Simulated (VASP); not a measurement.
# BaTiO3 in VASP: a series of runs, part 2 of 2

VASP 6.6.1. Earlier steps stand in the parts before.

**3. Relaxation of cell and atoms, r2SCAN+U, target pressure 12 GPa, at which the enthalpy is minimised**

This run uses another cell than the first one, of 11.97 Å³/atom.

POSCAR reads:

```
BaTiO3
1.0
    3.9117906550      0.0000000000      0.0000000000
    0.0000000000      3.9117906550      0.0000000000
    0.0000000000      0.0000000000      3.9117336603
Ba Ti O
1 1 3
Direct
    0.5000000000      0.5000000000      0.5721977700
    0.0000000000      0.0000000000      0.0725846088
    0.0000000000      0.5000000000      0.0718165020
    0.5000000000      0.0000000000      0.0718165020
    0.0000000000      0.0000000000      0.5715816072
```

INCAR.step1 reads:

```
PREC = Accurate ; ENCUT = 600
ISMEAR = 0 ; SIGMA = 0.02
LREAL = F ; LASPH = T
NELM = 150 ; LMAXMIX = 4
LDAU = T ; LDAUTYPE = 2
LDAUL = -1 2 -1 ; LDAUU = 0 4 0
LDAUJ = 0 0 0 ; GGA = PE
ALGO = Normal ; EDIFF = 1E-4
LWAVE = T ; LCHARG = F
```

INCAR.step2 reads:

```
PREC = Accurate ; ENCUT = 600
EDIFF = 1E-6 ; ISMEAR = 0
SIGMA = 0.02 ; LREAL = F
LASPH = T ; NELM = 150
ALGO = Normal ; ISIF = 3
LWAVE = F ; LCHARG = F
LMAXMIX = 4 ; LDAU = T
LDAUTYPE = 2 ; LDAUL = -1 2 -1
LDAUU = 0 4 0 ; LDAUJ = 0 0 0
LDAUPRINT = 1 ; METAGGA = R2SCAN
LMIXTAU = T ; IBRION = 2
NSW = 70 ; EDIFFG = -0.008
PSTRESS = 120.0 ; ISTART = 1
```

KPOINTS reads:

```
regular mesh
0
Gamma
  6 6 6
```

Potentials or basis: VASP PAW PBE potentials, release 64 (Ba_sv, Ti_sv, O).

The run is started by

```
cat potpaw_PBE.64/Ba_sv/POTCAR potpaw_PBE.64/Ti_sv/POTCAR potpaw_PBE.64/O/POTCAR > POTCAR
cp INCAR.step1 INCAR
mpirun -np 1 vasp_std > vasp.out
cp INCAR.step2 INCAR
mpirun -np 1 vasp_std > vasp.out
```

OUTCAR:

```text
PREC = Accurate
   ENCUT = 600
   EDIFF = 1E-6
   ISMEAR = 0
   LREAL = F
   LASPH = T
   NELM = 150
   ISIF = 3
   METAGGA = R2SCAN
   IBRION = 2
   NSW = 70
   EDIFFG = -0.008
   PSTRESS = 120.0
   ISTART = 1

 ion  position               nearest neighbor table
   1  0.500  0.500  0.572-   3 2.76   4 2.76   4 2.76   3 2.76   5 2.77   5 2.77   5 2.77   5 2.77
                             3 2.77   4 2.77   3 2.77   4 2.77   2 3.39   2 3.39   2 3.39   2 3.39
   2  0.000  0.000  0.073-   5 1.95   4 1.96   3 1.96   3 1.96   4 1.96   5 1.96   1 3.39   1 3.39
                             1 3.39   1 3.39   1 3.39   1 3.39   1 3.39   1 3.39
   3  0.000  0.500  0.072-   2 1.96   2 1.96   1 2.76   1 2.76   1 2.77   1 2.77
   4  0.500  0.000  0.072-   2 1.96   2 1.96   1 2.76   1 2.76   1 2.77   1 2.77
   5  0.000  0.000  0.572-   2 1.95   2 1.96   1 2.77   1 2.77   1 2.77   1 2.77

  LATTYP: Found a simple tetragonal cell.
 ALAT       =     3.9117906550
 C/A-ratio  =     0.9999854300

  Lattice vectors:

 A1 = (   3.9117906550,   0.0000000000,   0.0000000000)
 A2 = (   0.0000000000,   3.9117906550,   0.0000000000)
[... 419 lines left out ...]
  o =  0.2421  v =  0.0000 -0.0000  1.0000 -0.0000 -0.0000  0.0000  0.0000  0.0000  0.0000  0.0000      0.0000  0.0000  0.0000  0.0000  0.0000  0.0000  0.0000  0.0000  0.0000  0.0000
  o =  0.2421  v =  0.0000  0.0000  0.0000  0.0000  0.0000  0.0000 -0.0000  1.0000 -0.0000 -0.0000      0.0000  0.0000  0.0000  0.0000  0.0000  0.0000  0.0000  0.0000  0.0000  0.0000
  o =  0.2423  v =  0.0000  0.0000  0.0000  0.0000  0.0000  0.0000 -0.0000  0.0000  0.0000  1.0000      0.0000  0.0000  0.0000  0.0000  0.0000  0.0000  0.0000  0.0000  0.0000  0.0000
  o =  0.2423  v =  0.0000 -0.0000  0.0000  0.0000  1.0000  0.0000  0.0000  0.0000  0.0000  0.0000      0.0000  0.0000  0.0000  0.0000  0.0000  0.0000  0.0000  0.0000  0.0000  0.0000

--------------------------------------- Ionic step        6  -------------------------------------------

 number of electron      39.9999990 magnetization

 Free energy of the ion-electron system (eV)
  ---------------------------------------------------
  ext. energy  EPLUGINS =         0.00000000
  ---------------------------------------------------
  free energy    TOTEN  =       -71.54056218 eV

  energy without entropy =      -71.54056218  energy(sigma->0) =      -71.54056218

 E-fermi :   4.0727     XC(G=0): -12.1442

 val. band max:        3.9675044349   @ k =   0.5000   0.5000   0.5000
 cond. band min:       6.7377327901   @ k =   0.0000   0.0000   0.0000
 fundamental gap:      2.7702283552
 Fermi energy:         4.0727287470

 k-point     1 :       0.0000    0.0000    0.0000
  band No.  band energies     occupation
      1     -55.7704      2.00000
      2     -30.9014      2.00000
      3     -30.9014      2.00000
      4     -30.8999      2.00000
      5     -21.4263      2.00000
      6     -14.0317      2.00000
[... 637 lines left out ...]
     23       8.8390      0.00000
     24       9.3323      0.00000

 [... further k-points ...]

------------------------ aborting loop because EDIFF is reached ----------------------------------------

  FORCE on cell =-STRESS in cart. coord.  units (eV):
  Direction    XX          YY          ZZ          XY          YZ          ZX
  --------------------------------------------------------------------------------------
  -------------------------------------------------------------------------------------
  Total        4.6457017      4.6457017      4.6352296      0.0000000      0.0000000      0.0000000
  in kB      120.6359444    120.6359444    120.3640131      0.0000000      0.0000000      0.0000000
  external PRESSURE =       0.5453006 kB  Pullay stress =     120.0000000 kB
[... 24 lines left out ...]
  energy  without entropy=      -71.5405621796  energy(sigma->0) =      -71.54056218

  enthalpy is  TOTEN    =       -66.9193507959 eV   P V=        4.6212113837

 reached required accuracy - stopping structural energy minimisation
```

OUTCAR.step1:

```text
PREC = Accurate
   ENCUT = 600
   ISMEAR = 0
   LREAL = F
[... 888 lines left out ...]
      0.00000      0.00000      0.28393         0.000000     -0.000000     -0.024810
      0.00000      1.95590      0.28093         0.000000      0.000000     -0.001368
      1.95590      0.00000      0.28093         0.000000     -0.000000     -0.001368
      0.00000      0.00000      2.23588        -0.000000     -0.000000      0.029009
 -----------------------------------------------------------------------------------
    total drift:                                0.000000     -0.000000     -0.000750

  FREE ENERGIE OF THE ION-ELECTRON SYSTEM (eV)
  ---------------------------------------------------
  free  energy   TOTEN  =       -36.9168181730 eV

  energy  without entropy=      -36.9168181730  energy(sigma->0) =      -36.91681817
```

OSZICAR.step1:

```text
N       E                     dE             d eps       ncg     rms          rms(c)
DAV:   1     0.490102518922E+03    0.49010E+03   -0.21945E+04  1920   0.199E+03
DAV:   2     0.709351234826E+01   -0.48301E+03   -0.47452E+03  2296   0.522E+02
DAV:   3    -0.468182135967E+02   -0.53912E+02   -0.52005E+02  2840   0.161E+02
DAV:   4    -0.485943648612E+02   -0.17762E+01   -0.17748E+01  2752   0.290E+01
DAV:   5    -0.486306585978E+02   -0.36294E-01   -0.36290E-01  2656   0.353E+00    0.250E+01
DAV:   6    -0.366319175652E+02    0.11999E+02   -0.69062E+01  2928   0.822E+01    0.987E+00
DAV:   7    -0.369193807765E+02   -0.28746E+00   -0.68252E+00  2352   0.163E+01    0.583E+00
DAV:   8    -0.369433569266E+02   -0.23976E-01   -0.13429E+00  2680   0.101E+01    0.178E+00
DAV:   9    -0.369158441239E+02    0.27513E-01   -0.16246E-01  2520   0.426E+00    0.921E-01
DAV:  10    -0.369235300695E+02   -0.76859E-02   -0.13844E-01  2360   0.260E+00    0.645E-01
DAV:  11    -0.369168097821E+02    0.67203E-02   -0.46871E-02  2528   0.155E+00    0.157E-01
DAV:  12    -0.369168091923E+02    0.58986E-06   -0.26823E-03  2320   0.558E-01    0.591E-02
DAV:  13    -0.369168181730E+02   -0.89807E-05   -0.14924E-04  1624   0.110E-01
   1 F= -.36916818E+02 E0= -.36916818E+02  d E =-.280707E-49
```

It took 9.1 min on 1 thread of Intel Xeon Platinum 8259CL at 2.50GHz (Skylake/Cascade Lake), shared host; peak memory 0.25 GiB.

Results:

```yaml
Free_energy: -71.5406 eV
Relaxed_volume: 12.34 Å³/atom
Relaxed_cell: a = 3.951 Å, b = 3.951 Å, c = 3.952 Å, α = 90.00°, β = 90.00°, γ = 90.00°
Space_group_after_relaxing_to_0.1_Å: Pm-3m (No. 221)
Energy_change_on_relaxing_the_run_minimises_the_enthalpy: -35.9 meV/atom
Ionic_steps: 6
Pressure_after_relaxing: 12.1 GPa
Largest_force_after_relaxing: 0.007 eV/Å
Band_gap_on_the_k_mesh: 2.77 eV (least direct gap 2.93 eV)
```

Forces on the atoms (eV/Å):
```
Ba   0.000  0.000 -0.005
Ti   0.000  0.000  0.002
O    0.000  0.000  0.005
O    0.000  0.000  0.005
O    0.000  0.000 -0.007
```

Step by step:
```
step  energy change (eV)  largest force (eV/Å)  pressure (GPa)  volume (Å³)
   1              0.0000                0.0298           19.36        59.86
   2             -0.3105                0.0087            2.13        64.75
   3             -0.1825                0.0166           11.90        61.74
   4             -0.1797                0.0168           12.05        61.70
   5             -0.1797                0.0120           12.05        61.70
   6             -0.1797                0.0075           12.05        61.70
```

Final structure:
```
Ba Ti O
1.0
     3.95123    0.00000    0.00000
     0.00000    3.95123    0.00000
     0.00000    0.00000    3.95203
Ba Ti O
1 1 3
Direct
  0.50000 0.50000 0.57216
  0.00000 0.00000 0.07192
  0.00000 0.50000 0.07192
  0.50000 0.00000 0.07192
  0.00000 0.00000 0.57208
```

Levels at points of the mesh, in eV from the valence-band top:
```tsv
k point	band 17	band 18	band 19	band 20	band 21	band 22	band 23	band 24
(0.00, 0.00, 0.00)	-1.20	-0.16	-0.16	-0.16	2.77	2.77	2.77	4.51
(0.50, 0.00, 0.00)	-1.78	-1.78	-0.82	-0.82	2.97	4.53	4.58	4.58
(0.50, 0.50, 0.00)	-1.92	-0.88	-0.88	-0.10	4.59	4.59	5.07	5.44
(0.00, 0.00, 0.50)	-1.78	-1.78	-0.82	-0.82	2.97	4.52	4.57	4.57
(0.50, 0.00, 0.50)	-1.92	-0.88	-0.88	-0.10	4.59	4.59	5.06	5.44
(0.50, 0.50, 0.50)	-2.30	0.00	0.00	0.00	5.33	5.33	5.33	7.53
```

Eigenvalues of the final occupation matrices:
```csv
site,spin,trace,eigenvalues
site 2 d,1,0.78,0.10 0.10 0.10 0.24 0.24
site 2 d,2,0.78,0.10 0.10 0.10 0.24 0.24
```

Caveat: the cell is relaxed towards a set pressure, so the run minimises the enthalpy, not the energy; the PAW data sets were made with another functional, which shifts forces and pressure a little; spin-orbit coupling is left out, which moves the levels of the heavy elements. A k mesh can miss the band edges.
